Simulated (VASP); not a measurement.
# HfB2 (P6/mmm) in VASP: notebook

HfB2 is run at these levels: PBE; tasks: single point, relaxation of cell and atoms.

Everything below comes from runs of VASP 6.6.1. Logs are shortened: lines on timing, memory, paths and dates and some standing lists are left out, and cuts for length are marked.

**1. The cell of the first run**

The structure is hexagonal, space group P6/mmm (No. 191). The conventional cell has a = 3.145 Å, b = 3.145 Å, c = 3.486 Å, α = 90.00°, β = 90.00°, γ = 120.00°. Within 3.3 Å of Hf (site symmetry 6/mmm) lie 12 B at 2.52 Å and 6 Hf at 3.15 Å. B (site symmetry -6m2) has 3 B at 1.82 Å within 2.4 Å.

**2. Single point, PBE**

Contents of INCAR:

```
SYSTEM = HfB2
PREC = Accurate
ENCUT = 520
EDIFF = 1E-6
ISMEAR = 0
SIGMA = 0.1
LREAL = .FALSE.
LASPH = .TRUE.
NELM = 80
ALGO = Normal
ISIF = 2
LWAVE = .FALSE.
LCHARG = .FALSE.
GGA = PE
NBANDS = 15
```

Contents of KPOINTS:

```
regular mesh
0
G
  18 18 12
  0 0 0
```

Contents of POSCAR:

```
HfB2
1.0
    3.1454081775      0.0000000000      0.0000000000
   -1.5727040887      2.7240033870      0.0000000000
    0.0000000000      0.0000000000      3.4863920583
Hf B
1 2
Direct
    0.0000000000      0.0000000000      0.0000000000
    0.3333333333      0.6666666667      0.5000000000
    0.6666666667      0.3333333333      0.5000000000
```

Potentials or basis: VASP PAW PBE potentials, release 64 (Hf_pv, B).

Command:

```console
$ cat potpaw_PBE.64/Hf_pv/POTCAR potpaw_PBE.64/B/POTCAR > POTCAR
$ mpirun -np 1 vasp_std > vasp.out
```

OUTCAR:

```text
SYSTEM = HfB2
   PREC = Accurate
   ENCUT = 520
   EDIFF = 1E-6
   ISMEAR = 0
   LREAL = .FALSE.
   LASPH = .TRUE.
   NELM = 80
   ISIF = 2
   GGA = PE

 ion  position               nearest neighbor table
   1  0.000  0.000  0.000-   2 2.52   3 2.52   2 2.52   3 2.52   2 2.52   2 2.52   3 2.52   3 2.52
                             3 2.52   3 2.52   2 2.52   2 2.52
   2  0.333  0.667  0.500-   3 1.82   3 1.82   3 1.82   1 2.52   1 2.52   1 2.52   1 2.52   1 2.52
                             1 2.52
   3  0.667  0.333  0.500-   2 1.82   2 1.82   2 1.82   1 2.52   1 2.52   1 2.52   1 2.52   1 2.52
                             1 2.52

  LATTYP: Found a hexagonal cell.
 ALAT       =     3.1454081775
 C/A-ratio  =     1.1084068781

  Lattice vectors:

 A1 = (   3.1454081775,   0.0000000000,   0.0000000000)
 A2 = (  -1.5727040887,   2.7240033870,   0.0000000000)
 A3 = (   0.0000000000,   0.0000000000,   3.4863920583)

Analysis of symmetry for initial positions (statically):
=====================================================================
 Subroutine PRICEL returns:
 Original cell was already a primitive cell.

 Routine SETGRP: Setting up the symmetry group for a
 hexagonal supercell.

 Subroutine GETGRP returns: Found 24 space group operations
 (whereof 24 operations were pure point group operations)
 out of a pool of 24 trial point group operations.

The static configuration has the point symmetry D_6h.

Analysis of symmetry for dynamics (positions and initial velocities):
=====================================================================
 Subroutine PRICEL returns:
 Original cell was already a primitive cell.

 Routine SETGRP: Setting up the symmetry group for a
 hexagonal supercell.

 Subroutine GETGRP returns: Found 24 space group operations
 (whereof 24 operations were pure point group operations)
 out of a pool of 24 trial point group operations.

The dynamic configuration has the point symmetry D_6h.

 Subroutine INISYM returns: Found 24 space group operations
 (whereof 24 operations are pure point group operations),
 and found     1 'primitive' translations

----------------------------------------------------------------------------------------

                                     Primitive cell

  volume of cell :      29.8718

  direct lattice vectors                    reciprocal lattice vectors
     3.145408177  0.000000000  0.000000000     0.317923762  0.183553369  0.000000000
    -1.572704089  2.724003387  0.000000000     0.000000000  0.367106739  0.000000000
     0.000000000  0.000000000  3.486392058     0.000000000  0.000000000  0.286829474

  length of vectors
     3.145408177  3.145408177  3.486392058     0.367106739  0.367106739  0.286829474

  position of ions in fractional coordinates (direct lattice)
     0.000000000  0.000000000  0.000000000
     0.333333333  0.666666667  0.500000000
     0.666666667  0.333333333  0.500000000

  ion indices of the primitive-cell ions
   primitive index   ion index
                 1           1
                 2           2
                 3           3

----------------------------------------------------------------------------------------

 KPOINTS: regular mesh

Automatic generation of k-mesh.
 Grid dimensions read from file:
 generate k-points for:   18   18   12

 Generating k-lattice:

  Cartesian coordinates                     Fractional coordinates (reciprocal lattice)
     0.017662431  0.010197409  0.000000000     0.055555556 -0.000000000  0.000000000
     0.000000000  0.020394819  0.000000000     0.000000000  0.055555556  0.000000000
     0.000000000  0.000000000  0.023902456     0.000000000  0.000000000  0.083333333

  Length of vectors
     0.020394819  0.020394819  0.023902456

  Shift w.r.t. Gamma in fractional coordinates (k-lattice)
     0.000000000  0.000000000  0.000000000

 Subroutine IBZKPT returns following result:
 ===========================================

 Found    259 irreducible k-points:

 Following reciprocal coordinates:
            Coordinates               Weight
  0.000000  0.000000  0.000000      1.000000
  0.055556 -0.000000  0.000000      6.000000
  0.111111 -0.000000  0.000000      6.000000
  0.166667 -0.000000  0.000000      6.000000
  0.222222  0.000000  0.000000      6.000000
  0.277778  0.000000  0.000000      6.000000
[... 16 lines left out ...]
  0.333333  0.111111  0.000000     12.000000
  0.388889  0.111111  0.000000     12.000000
 [... further k-points ...]
   k-points           NKPTS =    259   k-points in BZ     NKDIM =    259   number of bands    NBANDS=     15
   number of dos      NEDOS =    301   number of ions     NIONS =      3
   total plane-waves  NPLWV =  16128
   dimension x,y,z NGX =    24 NGY =   24 NGZ =   28
   dimension x,y,z NGXF=    48 NGYF=   48 NGZF=   56
   ions per type =               1   2
   NGX,Y,Z   is equivalent  to a cutoff of  12.68, 12.68, 13.35 a.u.
   NGXF,Y,Z  is equivalent  to a cutoff of  25.37, 25.37, 26.70 a.u.
 SYSTEM =  HfB2
   PREC   = accura    normal or accurate (medium, high low for compatibility)
   ISTART =      0    job   : 0-new  1-cont  2-samecut
   ICHARG =      2    charge: 1-file 2-atom 10-const
   ISPIN  =      1    spin polarized calculation?
   LNONCOLLINEAR =      F non collinear calculations
   LSORBIT =      F    spin-orbit coupling
   LASPH  =      T    aspherical Exc in radial PAW
   ENCUT  =  520.0 eV  38.22 Ry    6.18 a.u.   5.85  5.85  6.48*2*pi/ulx,y,z
   NELM   =     80;   NELMIN=  2; NELMDL= -5     # of ELM steps
   EDIFF  = 0.1E-05   stopping-criterion for ELM
   LREAL  =      F    real-space projection
   EDIFFG = 0.1E-04   stopping-criterion for IOM
   NSW    =      0    number of steps for IOM
   IBRION =     -1    ionic relax: 0-MD 1-quasi-New 2-CG
   NFREE  =      0    steps in history (QN), initial steepest desc. (CG)
   ISIF   =      2    stress and relaxation
   ISYM   =      2    0-nonsym 1-usesym 2-fastsym
   POTIM  = 0.5000    time-step for ionic-motion
   TEBEG  =    0.0;   TEEND  =   0.0 temperature during run
   PSTRESS=    0.0 pullay stress
   NELECT =      16.0000    total number of electrons
   NUPDOWN=      -1.0000    fix difference up-down
   EMIN   =  10.00;   EMAX   =-10.00  energy-range for DOS
   EFERMI =   0.00;   METHOD = LEGACY
   ISMEAR =     0;   SIGMA  =   0.10  broadening in eV -4-tet -1-fermi 0-gaus
   EFERMI_NEDOS =   21; number of points for ismear=-14 and -15
   IALGO  =     38    algorithm
   IMIX   =      4    mixing-type and parameters
     AMIX     =   0.40;   BMIX     =  1.00
     AMIX_MAG =   1.60;   BMIX_MAG =  1.00
  volume/ion in A,a.u.               =       9.96        67.19
  Fermi-wavevector in a.u.,A,eV,Ry     =   1.329519  2.512427 24.049939  1.767621
  Thomas-Fermi vector in A             =   2.458675
   LORBIT       =      0    0 simple, 1 ext, 2 COOP (PROOUT), +10 PAW based schemes
   GGA     = PE    functional components
   LHFCALC =     F    Hartree Fock is set to
   AEXX    =    0.0000 exact exchange contribution
   IVDW    =     0    specifies the selected vdW correction
   LEPSILON=     F    determine dielectric tensor
   LRPA    =     F    only Hartree local field effects (RPA)
 non-spin polarized calculation
 Gauss-broadening in eV      SIGMA  =   0.10
  energy-cutoff  :      520.00
  volume of cell :       29.87
 maximum number of plane-waves:       820
 NGX is ok and might be reduce to    24
   NGX = 11   NGY = 11   NGZ = 13

 number of electron      15.9999997 magnetization

 Free energy of the ion-electron system (eV)
  ---------------------------------------------------
  ext. energy  EPLUGINS =         0.00000000
  ---------------------------------------------------
  free energy    TOTEN  =       -26.40143913 eV

  energy without entropy =      -26.40022702  energy(sigma->0) =      -26.40083307

 E-fermi :   7.7066     XC(G=0): -12.5720

 val. band max:        7.6732334380   @ k =   0.1111  -0.0000   0.4167
 cond. band min:       7.7464982751   @ k =   0.3889   0.2222   0.0000
 fundamental gap:      0.0732648371
 Fermi energy:         7.7066295320

 k-point     1 :       0.0000    0.0000    0.0000
  band No.  band energies     occupation
      1     -23.0209      2.00000
      2     -22.5297      2.00000
      3     -22.5297      2.00000
      4      -6.0957      2.00000
      5       4.6389      2.00000
      6       4.7424      2.00000
      7       4.7424      2.00000
      8       4.8441      2.00000
      9      11.6298      0.00000
     10      11.6298      0.00000
     11      12.2606      0.00000
     12      12.2606      0.00000
     13      12.5839      0.00000
     14      12.5976      0.00000
     15      12.5976      0.00000

 k-point     2 :       0.0556   -0.0000    0.0000
  band No.  band energies     occupation
      1     -23.0170      2.00000
      2     -22.5537      2.00000
      3     -22.5350      2.00000
      4      -6.0290      2.00000
      5       4.5446      2.00000
      6       4.7080      2.00000
      7       4.7386      2.00000
      8       4.7855      2.00000
      9      11.5780      0.00000
     10      11.5823      0.00000
     11      11.7199      0.00000
     12      11.8020      0.00000
     13      12.8259      0.00000
     14      13.1255      0.00000
     15      13.2500      0.00000

 k-point     3 :       0.1111   -0.0000    0.0000
  band No.  band energies     occupation
      1     -23.0058      2.00000
      2     -22.6224      2.00000
      3     -22.5503      2.00000
      4      -5.8322      2.00000
      5       4.0206      2.00000
      6       4.6269      2.00000
      7       4.7213      2.00000
      8       4.8965      2.00000
      9      10.7466      0.00000
     10      11.4280      0.00000
     11      11.4496      0.00000
     12      11.9136      0.00000
     13      13.3065      0.00000
     14      13.7429      0.00000
     15      14.2064      0.00000

 k-point     4 :       0.1667   -0.0000    0.0000
  band No.  band energies     occupation
      1     -22.9886      2.00000
      2     -22.7260      2.00000
      3     -22.5736      2.00000
      4      -5.5144      2.00000
      5       3.2996      2.00000
      6       4.4085      2.00000
      7       4.6778      2.00000
      8       5.1470      2.00000
      9      10.0608      0.00000
     10      11.2568      0.00000
     11      11.2933      0.00000
     12      11.9536      0.00000
     13      13.5398      0.00000
     14      14.5566      0.00000
     15      14.7139      0.00000
[... 307 lines left out ...]
 k-point    22 :       0.2778    0.1111    0.0000
  band No.  band energies     occupation
      1     -23.0947      2.00000
      2     -22.9178      2.00000
      3     -22.7053      2.00000
      4      -3.8018      2.00000
      5       0.8392      2.00000
      6       3.3101      2.00000
      7       3.8326      2.00000
      8       6.2256      2.00000
      9       8.7825      0.00000
     10       9.6948      0.00000
     11      12.7433      0.00000
     12      12.8273      0.00000
     13      14.1248      0.00000
     14      16.1659      0.00000
     15      17.5028      0.00000

 k-point    23 :       0.3333    0.1111    0.0000
  band No.  band energies     occupation
      1     -23.1765      2.00000
      2     -22.9014      2.00000
      3     -22.7347      2.00000
      4      -3.1426      2.00000
      5       0.0272      2.00000
      6       3.0700      2.00000
      7       3.7490      2.00000
      8       6.1792      2.00000
      9       8.3282      0.00000
     10      10.3709      0.00000
     11      12.5836      0.00000
     12      13.5396      0.00000
     13      14.0600      0.00000
     14      17.1496      0.00000
     15      17.1928      0.00000

 k-point    24 :       0.3889    0.1111    0.0000
  band No.  band energies     occupation
      1     -23.2293      2.00000
      2     -22.8906      2.00000
      3     -22.7537      2.00000
      4      -2.4415      2.00000
      5      -0.7699      2.00000
      6       2.9203      2.00000
      7       3.7036      2.00000
      8       6.1006      2.00000
      9       8.0378      0.00000
     10      11.2196      0.00000
     11      12.4790      0.00000
     12      13.3161      0.00000
     13      14.7120      0.00000
     14      16.3504      0.00000
     15      18.0719      0.00000

 [... further k-points ...]
[... 5 lines left out ...]
  --------------------------------------------------------------------------------------
  -------------------------------------------------------------------------------------
  Total       -0.0854765     -0.0854765     -0.0342372     -0.0000000     -0.0000000     -0.0000000
  in kB       -4.5845493     -4.5845493     -1.8363203     -0.0000000     -0.0000000     -0.0000000
  external PRESSURE =      -3.6684730 kB  Pullay stress =       0.0000000 kB

 VOLUME and BASIS-vectors are now :
 -----------------------------------------------------------------------------
  energy-cutoff  :      520.00
  volume of cell :       29.87
      direct lattice vectors                 reciprocal lattice vectors
     3.145408177  0.000000000  0.000000000     0.317923762  0.183553369  0.000000000
    -1.572704089  2.724003387  0.000000000     0.000000000  0.367106739  0.000000000
     0.000000000  0.000000000  3.486392058     0.000000000  0.000000000  0.286829474

 POSITION                                       TOTAL-FORCE (eV/Angst)
 -----------------------------------------------------------------------------------
      0.00000      0.00000      0.00000        -0.000000      0.000000      0.000000
     -0.00000      1.81600      1.74320        -0.000000      0.000000      0.000000
      1.57270      0.90800      1.74320         0.000000     -0.000000      0.000000
 -----------------------------------------------------------------------------------
    total drift:                               -0.000000      0.000000      0.000000

  FREE ENERGIE OF THE ION-ELECTRON SYSTEM (eV)
  ---------------------------------------------------
  free  energy   TOTEN  =       -26.4014391274 eV

  energy  without entropy=      -26.4002270164  energy(sigma->0) =      -26.40083307
```

Run time: 34 s. Hardware: 1 thread of Intel Xeon 6975P-C (Granite Rapids), shared host; peak memory 0.24 GiB.

What came out:

```yaml
Free_energy: -26.4014 eV
Pressure: -0.4 GPa
Band_gap_on_the_k_mesh: zero (bands 8 and 9 overlap by 1.34 eV)
```

Levels at points of the mesh, in eV from the Fermi level:
```tsv
k point	band 4	band 5	band 6	band 7	band 8	band 9	band 10	band 11	band 12	band 13
(0.00, 0.00, 0.00)	-13.80	-3.07	-2.96	-2.96	-2.86	3.92	3.92	4.55	4.55	4.88
(0.50, 0.00, 0.00)	-9.83	-9.13	-4.19	-3.51	-2.93	2.02	2.63	5.46	5.61	6.19
(0.00, 0.00, 0.50)	-11.42	-8.42	-1.27	-1.27	0.24	0.24	0.92	0.92	2.14	4.98
(0.50, 0.00, 0.50)	-10.40	-7.58	-5.03	-4.77	-2.76	3.89	4.05	6.14	7.06	7.23
```

Caveat: spin-orbit coupling is left out, which moves the levels of the heavy elements.

(Continued in part 2 of 2.)
